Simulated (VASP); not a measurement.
# Sn3PbO4 (P4mm) in VASP: further runs, part 2 of 2

VASP 6.6.1. Earlier steps stand in the parts before.

### Step 4. Relaxation of cell and atoms, PBE

INCAR

```
ALGO = Normal
EDIFF = 1E-6
EDIFFG = -0.04
ENCUT = 600
GGA = PE
IBRION = 2
ISIF = 3
ISMEAR = 0
LASPH = T
LCHARG = F
LREAL = F
LWAVE = F
NELM = 80
NSW = 90
PREC = Accurate
SIGMA = 0.1
```

KPOINTS

```
k-points
0
Gamma
  4 4 2
```

POSCAR

```
Sn3PbO4
1.0
    3.9023167200      0.0000000000      0.0000000000
    0.0000000000      3.9023167200      0.0000000000
    0.0000000000      0.0000000000      9.9459454700
Sn Pb O
3 1 4
Direct
    0.5000000000      0.5000000000      0.1184500000
    0.5000000000      0.5000000000      0.6184500000
    0.0000000000      0.0000000000      0.8815500000
    0.0000000000      0.0000000000      0.3815500000
    0.0000000000      0.5000000000      0.0000000000
    0.0000000000      0.5000000000      0.5000000000
    0.5000000000      0.0000000000      0.0000000000
    0.5000000000      0.0000000000      0.5000000000
```

Potentials or basis: VASP PAW PBE potentials, release 64 (Sn_d, Pb_d, O).

Run with:

```
$ cat potpaw_PBE.64/Sn_d/POTCAR potpaw_PBE.64/Pb_d/POTCAR potpaw_PBE.64/O/POTCAR > POTCAR
$ mpirun -np 1 vasp_std > vasp.out
```

OUTCAR:

```text
EDIFF = 1E-6
   EDIFFG = -0.04
   ENCUT = 600
   GGA = PE
   IBRION = 2
   ISIF = 3
   ISMEAR = 0
   LASPH = T
   LREAL = F
   NELM = 80
   NSW = 90
   PREC = Accurate

 ion  position               nearest neighbor table
   1  0.500  0.500  0.118-   5 2.28   7 2.28   7 2.28   5 2.28   3 3.63   3 3.63   3 3.63   3 3.63
                             4 3.80   4 3.80   4 3.80   4 3.80
   2  0.500  0.500  0.618-   6 2.28   8 2.28   8 2.28   6 2.28   4 3.63   4 3.63   4 3.63   4 3.63

   3  0.000  0.000  0.882-   5 2.28   7 2.28   5 2.28   7 2.28   1 3.63   1 3.63   1 3.63   1 3.63

   4  0.000  0.000  0.382-   6 2.28   8 2.28   6 2.28   8 2.28   2 3.63   2 3.63   2 3.63   2 3.63
                             1 3.80   1 3.80   1 3.80   1 3.80
   5  0.000  0.500  0.000-   1 2.28   3 2.28   3 2.28   1 2.28
   6  0.000  0.500  0.500-   2 2.28   4 2.28   4 2.28   2 2.28
   7  0.500  0.000  0.000-   1 2.28   3 2.28   1 2.28   3 2.28
   8  0.500  0.000  0.500-   2 2.28   4 2.28   2 2.28   4 2.28

[... 309 lines left out ...]
[... ionic steps 4 to 9 ...]

--------------------------------------- Ionic step       10  -------------------------------------------

 number of electron      79.9999970 magnetization

------------------------ aborting loop because EDIFF is reached ----------------------------------------
[... 79 lines left out ...]
--------------------------------------- Ionic step       12  -------------------------------------------

 number of electron      79.9999976 magnetization

 Free energy of the ion-electron system (eV)
  ---------------------------------------------------
  ext. energy  EPLUGINS =         0.00000000
  ---------------------------------------------------
  free energy    TOTEN  =       -44.81845971 eV

  energy without entropy =      -44.81845971  energy(sigma->0) =      -44.81845971

 E-fermi :   5.9143     XC(G=0):  -9.6327

 val. band max:        5.5086096174   @ k =   0.0000   0.0000   0.0000
 cond. band min:       6.3266558362   @ k =   0.5000   0.5000   0.0000
 fundamental gap:      0.8180462189
 Fermi energy:         5.9143085742

 k-point     1 :       0.0000    0.0000    0.0000
  band No.  band energies     occupation
      1     -16.1320      2.00000
      2     -15.8042      2.00000
      3     -15.8042      2.00000
      4     -15.7864      2.00000
      5     -15.7864      2.00000
      6     -15.7629      2.00000
[... 636 lines left out ...]
  FREE ENERGIE OF THE ION-ELECTRON SYSTEM (eV)
  ---------------------------------------------------
  free  energy   TOTEN  =       -44.8184597108 eV

  energy  without entropy=      -44.8184597105  energy(sigma->0) =      -44.81845971

 reached required accuracy - stopping structural energy minimisation
```

CONTCAR:

```text
Sn3PbO4
   1.00000000000000
     3.9059558942994257    0.0000000000000000    0.0000000000000000
    -0.0000000000000000    3.9059558942994257   -0.0000000000000000
     0.0000000000000000    0.0000000000000000   10.4097264689468201
  Sn              Pb              O
     3     1     4
Direct
     0.5000000000000000    0.5000000000000000    0.1060062543307484
     0.5000000000000000    0.5000000000000000    0.6137700346231485
     0.0000000000000000    0.0000000000000000    0.8842856642194740
     1.0000000000000000    0.0000000000000000    0.3836755050497861
     0.0000000000000000    0.5000000000000000    0.9989466434728462
     0.0000000000000000    0.5000000000000000    0.5071846274155756
     0.5000000000000000    0.0000000000000000    0.9989466434728462
     0.5000000000000000    0.0000000000000000    0.5071846274155756

  0.00000000E+00  0.00000000E+00  0.00000000E+00
  0.00000000E+00  0.00000000E+00  0.00000000E+00
  0.00000000E+00  0.00000000E+00  0.00000000E+00
  0.00000000E+00  0.00000000E+00  0.00000000E+00
  0.00000000E+00  0.00000000E+00  0.00000000E+00
  0.00000000E+00  0.00000000E+00  0.00000000E+00
  0.00000000E+00  0.00000000E+00  0.00000000E+00
  0.00000000E+00  0.00000000E+00  0.00000000E+00
```

It took 14 min on 1 thread of Intel Xeon Platinum 8375C at 2.90GHz (Ice Lake), shared host; peak memory 0.34 GiB.

Results:

- Free energy: -44.8185 eV
- Relaxed volume: 19.85 Å³/atom
- Relaxed cell: a = 3.906 Å, b = 3.906 Å, c = 10.410 Å, α = 90.00°, β = 90.00°, γ = 90.00°
- Space group after relaxing (to 0.1 Å): P4mm (No. 99)
- Energy gained by relaxing: 16.4 meV/atom
- Ionic steps: 12
- Pressure after relaxing: 0.0 GPa
- Largest force after relaxing: 0.035 eV/Å
- Band gap on the k mesh: 0.82 eV (least direct gap 1.72 eV)

Forces in eV/Å, atoms in the order of the input:
```
Sn   0.000  0.000 -0.035
Sn   0.000  0.000  0.011
Sn   0.000  0.000  0.002
Pb   0.000  0.000  0.002
O    0.000  0.000 -0.021
O    0.000  0.000  0.030
O    0.000  0.000 -0.021
O    0.000  0.000  0.030
```

Stress tensor (GPa, compression positive):
```
 0.01  0.00  0.00
 0.00  0.01  0.00
 0.00  0.00 -0.11
```

Step by step:
```csv
step,energy change (eV),largest force (eV/Å),pressure (GPa),volume (Å³)
1,0.0000,1.0955,0.67,151.46
2,-0.1027,0.4965,-0.26,153.20
3,-0.1040,0.4643,-0.36,153.42
4,-0.1131,0.1060,0.57,152.62
5,-0.1133,0.0990,0.45,152.73
6,-0.1167,0.1014,0.07,153.73
7,-0.1169,0.1253,-0.05,154.05
8,-0.1204,0.1123,-0.06,154.61
9,-0.1272,0.1014,-0.01,156.28
10,-0.1254,0.3231,0.16,159.57
11,-0.1288,0.1814,0.06,157.67
12,-0.1314,0.0346,-0.03,158.82
```

Final structure:
```
Sn Pb O
1.0
     3.90596    0.00000    0.00000
     0.00000    3.90596    0.00000
     0.00000    0.00000   10.40973
Sn Pb O
3 1 4
Cartesian
  1.9530 1.9530 1.1035
  1.9530 1.9530 6.3892
  0.0000 0.0000 9.2052
  3.9060 0.0000 3.9940
  0.0000 1.9530 10.3988
  0.0000 1.9530 5.2797
  1.9530 0.0000 10.3988
  1.9530 0.0000 5.2797
```

Caveat: spin-orbit coupling is left out, which moves the levels of the heavy elements. A k mesh can miss the band edges.

### Step 5. Single point, PBE

This run uses another cell than the first one, of 19.85 Å³/atom.

INCAR

```
  PREC = Accurate
  ENCUT = 520
  EDIFF = 1E-6
  ISMEAR = 0
  SIGMA = 0.02
  LREAL = F
  LASPH = T
  NELM = 80
  ALGO = Normal
  ISIF = 2
  LWAVE = F
  LCHARG = T
  GGA = PE
  LELF = T
  LVHAR = T
  NBANDS = 50
```

KPOINTS

```
Automatic mesh
0
Gamma
  8 8 4
```

POSCAR

```
Sn3PbO4
1.0
    3.9068796559      0.0000000000      0.0000000000
    0.0000000000      3.9068796559      0.0000000000
    0.0000000000      0.0000000000     10.4021490788
Sn Pb O
3 1 4
Direct
    0.5000000000      0.5000000000      0.1001617022
    0.5000000000      0.5000000000      0.6187903337
    0.0000000000      0.0000000000      0.8794019841
    0.0000000000      0.0000000000      0.3891144221
    0.0000000000      0.5000000000      0.9935191282
    0.0000000000      0.5000000000      0.5127466508
    0.5000000000      0.0000000000      0.9935191282
    0.5000000000      0.0000000000      0.5127466508
```

Potentials or basis: VASP PAW PBE potentials, release 64 (Sn_d, Pb_d, O).

Run with:

```
$ cat potpaw_PBE.64/Sn_d/POTCAR potpaw_PBE.64/Pb_d/POTCAR potpaw_PBE.64/O/POTCAR > POTCAR
$ mpirun -np 1 vasp_std > vasp.out
```

OUTCAR:

```text
PREC = Accurate
   ENCUT = 520
   EDIFF = 1E-6
   ISMEAR = 0
   LREAL = F
   LASPH = T
   NELM = 80
   ISIF = 2
   GGA = PE

 ion  position               nearest neighbor table
   1  0.500  0.500  0.100-   5 2.25   7 2.25   7 2.25   5 2.25   3 3.59   3 3.59   3 3.59   3 3.59

   2  0.500  0.500  0.619-   6 2.24   8 2.24   8 2.24   6 2.24   4 3.65   4 3.65   4 3.65   4 3.65

   3  0.000  0.000  0.879-   5 2.29   7 2.29   5 2.29   7 2.29   1 3.59   1 3.59   1 3.59   1 3.59

   4  0.000  0.000  0.389-   6 2.34   8 2.34   6 2.34   8 2.34   2 3.65   2 3.65   2 3.65   2 3.65

[... 1489 lines left out ...]
  Total        0.1298399      0.1298399      0.1576039      0.0000000      0.0000000      0.0000000
  in kB        1.3101941      1.3101941      1.5903561      0.0000000      0.0000000      0.0000000
  external PRESSURE =       1.4035815 kB  Pullay stress =       0.0000000 kB

 VOLUME and BASIS-vectors are now :
 -----------------------------------------------------------------------------
  energy-cutoff  :      520.00
  volume of cell :      158.78
      direct lattice vectors                 reciprocal lattice vectors
     3.906879656  0.000000000  0.000000000     0.255958742  0.000000000  0.000000000
     0.000000000  3.906879656  0.000000000     0.000000000  0.255958742  0.000000000
     0.000000000  0.000000000 10.402149079     0.000000000  0.000000000  0.096133981

 POSITION                                       TOTAL-FORCE (eV/Angst)
 -----------------------------------------------------------------------------------
      1.95344      1.95344      1.04190        -0.000000     -0.000000      0.074134
      1.95344      1.95344      6.43675        -0.000000      0.000000      0.068471
      0.00000      0.00000      9.14767         0.000000      0.000000     -0.072729
      0.00000      0.00000      4.04763         0.000000     -0.000000     -0.046772
      0.00000      1.95344     10.33473        -0.000000     -0.000000     -0.001692
      0.00000      1.95344      5.33367        -0.000000     -0.000000     -0.009860
      1.95344      0.00000     10.33473        -0.000000     -0.000000     -0.001692
      1.95344      0.00000      5.33367        -0.000000     -0.000000     -0.009860
 -----------------------------------------------------------------------------------
    total drift:                                0.000000      0.000000     -0.000930

  FREE ENERGIE OF THE ION-ELECTRON SYSTEM (eV)
  ---------------------------------------------------
  free  energy   TOTEN  =       -44.8316640684 eV

  energy  without entropy=      -44.8316640684  energy(sigma->0) =      -44.83166407
```

OSZICAR:

```text
N       E                     dE             d eps       ncg     rms          rms(c)
DAV:   1     0.108177266520E+04    0.10818E+04   -0.37868E+04  4810   0.227E+03
DAV:   2     0.172539193605E+03   -0.90923E+03   -0.86902E+03  4652   0.663E+02
DAV:   3    -0.340836503841E+02   -0.20662E+03   -0.19672E+03  5250   0.259E+02
DAV:   4    -0.522514558072E+02   -0.18168E+02   -0.17871E+02  5360   0.800E+01
DAV:   5    -0.530081777891E+02   -0.75672E+00   -0.75461E+00  5628   0.176E+01    0.168E+01
DAV:   6    -0.448022895383E+02    0.82059E+01   -0.34796E+01  7650   0.532E+01    0.699E+00
DAV:   7    -0.448911709918E+02   -0.88881E-01   -0.55857E+00  5378   0.116E+01    0.392E+00
DAV:   8    -0.448609555664E+02    0.30215E-01   -0.10870E+00  7076   0.588E+00    0.135E+00
DAV:   9    -0.448279799829E+02    0.32976E-01   -0.16259E-01  7200   0.372E+00    0.405E-01
DAV:  10    -0.448313430908E+02   -0.33631E-02   -0.25176E-02  6452   0.123E+00    0.234E-01
DAV:  11    -0.448318983687E+02   -0.55528E-03   -0.31373E-03  5884   0.379E-01    0.157E-01
DAV:  12    -0.448316406018E+02    0.25777E-03   -0.23897E-03  7234   0.301E-01    0.396E-02
DAV:  13    -0.448316665534E+02   -0.25952E-04   -0.26126E-04  5962   0.107E-01    0.304E-02
DAV:  14    -0.448316635490E+02    0.30044E-05   -0.26492E-05  6600   0.378E-02    0.147E-02
DAV:  15    -0.448316648410E+02   -0.12921E-05   -0.81882E-06  5982   0.183E-02    0.726E-03
DAV:  16    -0.448316640684E+02    0.77265E-06   -0.10608E-06  3738   0.705E-03
   1 F= -.44831664E+02 E0= -.44831664E+02  d E =-.682249E-19
```

It took 6.8 min on 1 thread of Intel Xeon Platinum 8375C at 2.90GHz (Ice Lake), shared host; peak memory 0.44 GiB.

What came out:

```
Free energy            : -44.8317 eV
Pressure               : 0.1 GPa
Largest force          : 0.074 eV/Å
Band gap on the k mesh : 0.82 eV (least direct gap 1.66 eV)
```

Forces in eV/Å, atoms in the order of the input:
```
Sn   0.000  0.000  0.074
Sn   0.000  0.000  0.068
Sn   0.000  0.000 -0.073
Pb   0.000  0.000 -0.047
O    0.000  0.000 -0.002
O    0.000  0.000 -0.010
O    0.000  0.000 -0.002
O    0.000  0.000 -0.010
```

Caveat: spin-orbit coupling is left out, which moves the levels of the heavy elements.

### Step 6. Summary

```tsv
task	cell	k mesh	cutoff (eV)	smearing	gap on the mesh (eV)	pressure (GPa)	largest force (eV/Å)
single point	a = 3.902, b = 3.902, c = 9.946 Å, 8 atoms, atomic positions A	4 × 4 × 2	520	gaussian 0.1 eV	0.53	0.7	1.10
single point	a = 3.907, b = 3.907, c = 10.268 Å, 8 atoms, atomic positions B	4 × 4 × 2	520	gaussian 0.1 eV	0.76	0.3	0.08
relaxation of cell and atoms	relaxed from a = 3.902, b = 3.902, c = 9.946 Å, 8 atoms, atomic positions A	4 × 4 × 2	600	gaussian 0.1 eV	0.82	0.0	0.03
single point	a = 3.907, b = 3.907, c = 10.402 Å, 8 atoms, atomic positions C	8 × 8 × 4	520	gaussian 0.02 eV	0.82	0.1	0.07
```

Alike in all rows: level PBE; potentials or basis VASP PAW PBE potentials, release 64 (Sn_d, Pb_d, O); no spin polarisation.

Caveats: spin-orbit coupling is left out, which moves the levels of the heavy elements; forces of over 1 eV/Å act on the atoms, so gaps and moduli don't describe the material at rest (at least some runs).

Total energies depend on the potentials used, so only differences within one code and one set of settings carry meaning.
